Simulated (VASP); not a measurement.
Here is a VASP 6.6.1 calculation.

INCAR

```
PREC = Accurate ; ENCUT = 520
EDIFF = 1E-7 ; ISMEAR = 1
SIGMA = 0.02 ; LREAL = F
LASPH = T ; NELM = 100
ALGO = Normal ; ISIF = 2
LWAVE = F ; LCHARG = F
GGA = PS ; NBANDS = 14
```

File KPOINTS:

```
Automatic mesh
0
Gamma
  10 10 10
```

Contents of POSCAR:

```
HfN
1.0
    0.0000000000      2.4047095306      2.4047095306
    2.4047095306      0.0000000000      2.4047095306
    2.4047095306      2.4047095306      0.0000000000
Hf N
1 1
Direct
    0.0000000000      0.0000000000      0.0000000000
    0.7500000000      0.7500000000      0.7500000000
```

Potentials or basis: VASP PAW PBE potentials, release 64 (Hf_pv, N).

Launch:

```sh
$ cat potpaw_PBE.64/Hf_pv/POTCAR potpaw_PBE.64/N/POTCAR > POTCAR
$ mpirun -np 1 vasp_std > vasp.out
```

**Question.** Estimate the pressure.

**Answer.** 6.9 GPa.

Caveat: the PAW data sets were made with another functional, which shifts forces and pressure a little.
